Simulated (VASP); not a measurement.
Mg15ZnO16:

```xyz
128
Lattice="0.0000 8.4349 8.4349 8.4349 0.0000 8.4349 8.4349 8.4349 0.0000" Properties=species:S:1:pos:R:3 pbc="T T T"
O     2.1002    4.2276    4.1772
O     2.1156    8.4589    8.4338
O     6.3307    4.2059    4.2388
O     6.3173    4.2314    8.4326
O     6.3379    8.4795    4.2171
O     6.2840    8.4369    8.4687
O     6.3144    8.4085   12.6423
O     6.2891   12.6287    8.4233
O    10.5910    4.2221    8.4455
O    10.5550    8.4645    4.2143
O    10.5070    8.4054    8.4125
O    10.5652    8.4259   12.6628
O    10.5320   12.6423    8.4230
O    10.5394   12.6560   12.6598
O    14.7919    8.4275    8.4647
O    14.7588   12.6266   12.6656
O     4.1900    2.1018    4.2021
O     4.2429    6.3457    4.2682
O     4.2250    6.2900    8.4406
O     4.1928   10.5559    8.4206
O     8.3958    2.0891    8.4395
O     8.4198    6.3022    4.2132
O     8.4247    6.3313    8.4496
O     8.3953    6.3320   12.6474
O     8.4427   10.5644    4.2019
O     8.4413   10.5851    8.4224
O     8.4688   10.5173   12.6328
O     8.4033   14.7454    8.4250
O    12.6803    6.2767    8.4477
O    12.6541   10.5425    8.4315
O    12.6726   10.5580   12.6758
O    12.6587   14.7740   12.6346
O     4.2265    4.2187    2.0854
O     4.2017    4.2316    6.3469
O     4.2009    8.4470    6.3567
O     4.2329    8.4655   10.5256
O     8.4382    4.1777    6.3312
O     8.4665    4.1809   10.5645
O     8.4495    8.4639    2.1020
O     8.4350    8.4290    6.3306
O     8.4434    8.4346   10.5331
O     8.4412    8.4221   14.7821
O     8.4547   12.6770    6.3318
O     8.4362   12.6304   10.5333
O    12.6447    8.4342    6.3442
O    12.6732    8.4185   10.5364
O    12.6568   12.6494   10.5421
O    12.6807   12.6480   14.7696
O     2.0883    2.1217    2.1162
O     2.1137    6.3472    6.3132
O     6.3416    2.0905    6.3426
O     6.3000    6.3210    2.1427
O     6.3217    6.3295    6.2999
O     6.3586    6.2976   10.5190
O     6.3019   10.5263    6.3169
O     6.3087   10.5537   10.5348
O    10.5435    6.3655    6.3227
O    10.5792    6.3228   10.5568
O    10.5370   10.5050    6.3236
O    10.4974   10.5467   10.5583
O    10.5182   10.5512   14.7615
O    10.5273   14.8112   10.5378
O    14.7786   10.5572   10.5586
O    14.7721   14.7763   14.7551
Zn    8.4021    8.4461   16.8234
Zn    8.4413    4.2180   12.5916
Zn    4.2160    8.4360    8.4330
Zn    6.3521   10.5389    4.2163
Mg    4.2330    8.4472   12.6316
Mg   12.6711    4.2443    8.4283
Mg    4.1990    4.1808    4.2069
Mg    4.2213    4.2261    8.4410
Mg    4.2175    8.4401    4.2296
Mg    8.4506    4.2262    4.2259
Mg    8.4321    4.2619    8.3960
Mg    8.4369    8.4360    4.2349
Mg    8.4638    8.4500    8.4614
Mg    8.4289    8.4291   12.6682
Mg    8.4185   12.6474    8.4283
Mg   12.6567    8.4456    8.4724
Mg   12.6518   12.6568   12.6210
Mg   10.5549   10.5551   16.8325
Mg   10.4901   10.5474    4.2452
Mg   10.5132    6.3451   12.6604
Mg   10.5347   14.7338    8.4424
Mg    6.3200    2.0974    4.2503
Mg   14.7641   10.5442    8.4430
Mg    6.3280    6.3344    0.0087
Mg    6.3195    6.3350    4.2362
Mg    6.3310    6.3533    8.4571
Mg    6.3664    6.3111   12.6529
Mg    6.3113   10.5507    8.4577
Mg   10.5674   14.7577   12.6588
Mg   10.5056    6.3232    8.4270
Mg   10.5664   10.5271    8.4165
Mg   10.5534   10.5309   12.6589
Mg   10.5463   16.8422   10.5530
Mg    2.1251    4.2147    2.0927
Mg    2.1198    4.2289    6.3030
Mg    2.0988    8.4254    6.3308
Mg    6.3431    8.4440   14.7473
Mg    6.3533   12.6457   10.5204
Mg    6.3304    4.2240    6.3033
Mg   14.7586   12.6294   10.5370
Mg    6.3097    8.4227    2.1237
Mg    6.3165    8.4612    6.3341
Mg    6.3359    8.4493   10.5183
Mg    6.3331   12.6372    6.3225
Mg   10.5495    4.2322    6.3387
Mg   10.5369    8.3834    6.3314
Mg   10.5560    8.4511   10.5683
Mg   10.5321   12.6516   10.5445
Mg    8.4583    2.0980   10.5077
Mg    0.0465    6.3311    6.3432
Mg    4.2287   10.5441   10.5287
Mg    4.2234    2.1269    6.3439
Mg    4.2248    6.3276    2.1033
Mg    4.2182    6.2887    6.3390
Mg   12.6552   14.7575   10.5615
Mg    4.2303   10.5533    6.3296
Mg    8.4219    2.1030    6.3552
Mg    8.4631   14.7520   10.5330
Mg    8.4497    6.3193    6.3166
Mg    8.4408    6.3539   10.5450
Mg    8.4594   10.5502    6.3173
Mg    8.4272   10.5640   10.5046
Mg   12.6536    6.3303    6.3274
Mg   12.6730   10.5339   10.5729
```

| Item | Value |
| --- | --- |
| Program | VASP 6.6.1 |
| Task | relaxation of volume and atoms at fixed shape |
| Functional | PBEsol |
| Potentials or basis | VASP PAW PBE potentials, release 64 (O, Zn, Mg) |
| Cutoff | 600 eV |
| k mesh | 1 × 1 × 1, shifted |
| Occupations | fermi-dirac, width 0.05 eV |
| Spin | no spin polarisation |

At the start: pressure -0.2 GPa; volume 9.38 Å³/atom.

Q: How do energy, volume and symmetry change on relaxing?

A: Over 10 steps the energy falls by 8.7 meV/atom and the volume is 9.34 Å³/atom (-0.4 %); space group P1 (No. 1, to 0.1 Å) before and after.

Step by step:
```csv
step,energy change (eV),largest force (eV/Å),pressure (GPa),volume (Å³)
1,0.0000,1.1881,-0.20,1200.24
2,-0.9017,0.4638,-0.25,1198.17
3,-0.9050,0.4691,-0.24,1198.04
4,-1.0664,0.1761,0.08,1195.25
5,-1.0685,0.2018,0.13,1194.90
6,-1.0982,0.0719,0.00,1195.81
7,-1.0997,0.0698,-0.04,1196.07
8,-1.1056,0.0398,0.00,1195.81
9,-1.1065,0.0483,0.02,1195.66
10,-1.1082,0.0244,0.00,1195.81
```

Final structure:
```yaml
crystal:
  lattice:
    - [0.00000, 8.42451, 8.42451]
    - [8.42451, 0.00000, 8.42451]
    - [8.42451, 8.42451, 0.00000]
  atoms:
    - { symbol: O, position: [0.37300, 0.12678, 0.12704] }
    - { symbol: O, position: [0.87508, 0.12490, 0.12494] }
    - { symbol: O, position: [0.12484, 0.37539, 0.37489] }
    - { symbol: O, position: [0.37484, 0.62487, 0.12512] }
    - { symbol: O, position: [0.37346, 0.12710, 0.62306] }
    - { symbol: O, position: [0.62350, 0.37682, 0.37657] }
    - { symbol: O, position: [0.87510, 0.62489, 0.12523] }
    - { symbol: O, position: [0.87516, 0.12519, 0.62501] }
    - { symbol: O, position: [0.12496, 0.87451, 0.37586] }
    - { symbol: O, position: [0.12478, 0.37544, 0.87500] }
    - { symbol: O, position: [0.37494, 0.62523, 0.62511] }
    - { symbol: O, position: [0.62501, 0.87498, 0.37517] }
    - { symbol: O, position: [0.62478, 0.37541, 0.87472] }
    - { symbol: O, position: [0.87512, 0.62481, 0.62505] }
    - { symbol: O, position: [0.12653, 0.87356, 0.87319] }
    - { symbol: O, position: [0.62753, 0.87202, 0.87551] }
    - { symbol: O, position: [0.12475, 0.37533, 0.12517] }
    - { symbol: O, position: [0.37487, 0.12545, 0.37488] }
    - { symbol: O, position: [0.62334, 0.37687, 0.12321] }
    - { symbol: O, position: [0.87681, 0.12322, 0.37687] }
    - { symbol: O, position: [0.12638, 0.87303, 0.12697] }
    - { symbol: O, position: [0.12480, 0.37554, 0.62473] }
    - { symbol: O, position: [0.37485, 0.62481, 0.37566] }
    - { symbol: O, position: [0.62628, 0.87332, 0.12720] }
    - { symbol: O, position: [0.37180, 0.12802, 0.87535] }
    - { symbol: O, position: [0.62489, 0.37540, 0.62493] }
    - { symbol: O, position: [0.87521, 0.62473, 0.37512] }
    - { symbol: O, position: [0.87335, 0.12687, 0.87321] }
    - { symbol: O, position: [0.12517, 0.87507, 0.62512] }
    - { symbol: O, position: [0.37489, 0.62524, 0.87465] }
    - { symbol: O, position: [0.62665, 0.87345, 0.62349] }
    - { symbol: O, position: [0.87503, 0.62495, 0.87513] }
    - { symbol: O, position: [0.12493, 0.12513, 0.37536] }
    - { symbol: O, position: [0.37471, 0.37542, 0.12484] }
    - { symbol: O, position: [0.62343, 0.12350, 0.37686] }
    - { symbol: O, position: [0.87653, 0.37666, 0.12355] }
    - { symbol: O, position: [0.12495, 0.62467, 0.37532] }
    - { symbol: O, position: [0.37328, 0.87329, 0.12699] }
    - { symbol: O, position: [0.12685, 0.12674, 0.87310] }
    - { symbol: O, position: [0.37498, 0.37510, 0.62514] }
    - { symbol: O, position: [0.62488, 0.62496, 0.37544] }
    - { symbol: O, position: [0.87350, 0.87321, 0.12666] }
    - { symbol: O, position: [0.62607, 0.12656, 0.87362] }
    - { symbol: O, position: [0.87497, 0.37542, 0.62471] }
    - { symbol: O, position: [0.12502, 0.62518, 0.87491] }
    - { symbol: O, position: [0.37524, 0.87549, 0.62494] }
    - { symbol: O, position: [0.62476, 0.62552, 0.87479] }
    - { symbol: O, position: [0.87474, 0.87482, 0.62558] }
    - { symbol: O, position: [0.12469, 0.12481, 0.12533] }
    - { symbol: O, position: [0.62520, 0.12510, 0.12487] }
    - { symbol: O, position: [0.12479, 0.62533, 0.12482] }
    - { symbol: O, position: [0.12483, 0.12529, 0.62517] }
    - { symbol: O, position: [0.37529, 0.37528, 0.37463] }
    - { symbol: O, position: [0.62490, 0.62483, 0.12549] }
    - { symbol: O, position: [0.62661, 0.12666, 0.62350] }
    - { symbol: O, position: [0.87497, 0.37500, 0.37488] }
    - { symbol: O, position: [0.12497, 0.62497, 0.62530] }
    - { symbol: O, position: [0.37500, 0.87511, 0.37513] }
    - { symbol: O, position: [0.37488, 0.37501, 0.87516] }
    - { symbol: O, position: [0.62504, 0.62508, 0.62491] }
    - { symbol: O, position: [0.87523, 0.87512, 0.37475] }
    - { symbol: O, position: [0.87488, 0.37483, 0.87530] }
    - { symbol: O, position: [0.37297, 0.87380, 0.87683] }
    - { symbol: O, position: [0.87471, 0.87527, 0.87546] }
    - { symbol: Zn, position: [0.00096, 0.99913, 0.99894] }
    - { symbol: Zn, position: [0.49945, 0.99990, 0.00098] }
    - { symbol: Zn, position: [0.74933, 0.25080, 0.25087] }
    - { symbol: Zn, position: [0.49987, 0.00019, 0.74993] }
    - { symbol: Mg, position: [0.00056, 0.50073, 0.99930] }
    - { symbol: Mg, position: [0.00062, 0.99921, 0.50116] }
    - { symbol: Mg, position: [0.24931, 0.25092, 0.25064] }
    - { symbol: Mg, position: [0.49924, 0.50089, 0.99915] }
    - { symbol: Mg, position: [0.49952, 0.99978, 0.50071] }
    - { symbol: Mg, position: [0.99996, 0.50008, 0.50008] }
    - { symbol: Mg, position: [0.24983, 0.74844, 0.25172] }
    - { symbol: Mg, position: [0.25016, 0.25133, 0.74875] }
    - { symbol: Mg, position: [0.49932, 0.50069, 0.50089] }
    - { symbol: Mg, position: [0.74987, 0.74877, 0.25153] }
    - { symbol: Mg, position: [0.74979, 0.25149, 0.74868] }
    - { symbol: Mg, position: [0.25075, 0.74973, 0.74919] }
    - { symbol: Mg, position: [0.75024, 0.74960, 0.74964] }
    - { symbol: Mg, position: [0.99985, 0.99990, 0.25009] }
    - { symbol: Mg, position: [0.24919, 0.25052, 0.00090] }
    - { symbol: Mg, position: [0.49993, 0.00025, 0.25007] }
    - { symbol: Mg, position: [0.75020, 0.24990, 0.00003] }
    - { symbol: Mg, position: [0.99993, 0.50014, 0.24981] }
    - { symbol: Mg, position: [0.24904, 0.74971, 0.00070] }
    - { symbol: Mg, position: [0.99978, 0.00052, 0.75011] }
    - { symbol: Mg, position: [0.24950, 0.25107, 0.49910] }
    - { symbol: Mg, position: [0.50020, 0.49991, 0.24987] }
    - { symbol: Mg, position: [0.75021, 0.74950, 0.00112] }
    - { symbol: Mg, position: [0.75087, 0.25050, 0.49929] }
    - { symbol: Mg, position: [0.99985, 0.50000, 0.75033] }
    - { symbol: Mg, position: [0.24984, 0.75011, 0.50033] }
    - { symbol: Mg, position: [0.50006, 0.50008, 0.74998] }
    - { symbol: Mg, position: [0.75069, 0.74947, 0.49929] }
    - { symbol: Mg, position: [0.99976, 0.24972, 0.00029] }
    - { symbol: Mg, position: [0.24989, 0.99991, 0.25034] }
    - { symbol: Mg, position: [0.49981, 0.25001, 0.99996] }
    - { symbol: Mg, position: [0.75039, 0.00025, 0.24971] }
    - { symbol: Mg, position: [0.99976, 0.75049, 0.99999] }
    - { symbol: Mg, position: [0.99992, 0.25004, 0.50010] }
    - { symbol: Mg, position: [0.25022, 0.50021, 0.24962] }
    - { symbol: Mg, position: [0.49965, 0.75059, 0.00005] }
    - { symbol: Mg, position: [0.25011, 0.00051, 0.75008] }
    - { symbol: Mg, position: [0.50037, 0.24992, 0.49992] }
    - { symbol: Mg, position: [0.74995, 0.49985, 0.25002] }
    - { symbol: Mg, position: [0.74914, 0.99996, 0.75076] }
    - { symbol: Mg, position: [0.99995, 0.74987, 0.50040] }
    - { symbol: Mg, position: [0.24984, 0.50002, 0.75021] }
    - { symbol: Mg, position: [0.50018, 0.75032, 0.49995] }
    - { symbol: Mg, position: [0.74978, 0.50016, 0.75006] }
    - { symbol: Mg, position: [0.25005, 0.99999, 0.00007] }
    - { symbol: Mg, position: [0.74982, 0.00002, 0.00019] }
    - { symbol: Mg, position: [0.99973, 0.24976, 0.25022] }
    - { symbol: Mg, position: [0.24996, 0.50021, 0.99974] }
    - { symbol: Mg, position: [0.25007, 0.00053, 0.49992] }
    - { symbol: Mg, position: [0.50032, 0.25036, 0.24977] }
    - { symbol: Mg, position: [0.74980, 0.49996, 0.00034] }
    - { symbol: Mg, position: [0.74997, 0.00012, 0.50018] }
    - { symbol: Mg, position: [0.99996, 0.75035, 0.24972] }
    - { symbol: Mg, position: [0.99998, 0.24998, 0.75014] }
    - { symbol: Mg, position: [0.25003, 0.50002, 0.50012] }
    - { symbol: Mg, position: [0.49977, 0.75016, 0.25027] }
    - { symbol: Mg, position: [0.49977, 0.24941, 0.75060] }
    - { symbol: Mg, position: [0.74982, 0.50009, 0.50016] }
    - { symbol: Mg, position: [0.99967, 0.75009, 0.75037] }
    - { symbol: Mg, position: [0.50011, 0.75057, 0.74991] }
```

Caveat: the k points lie up to 0.65 Å⁻¹ apart in the final cell; the PAW data sets were made with another functional, which shifts forces and pressure a little.
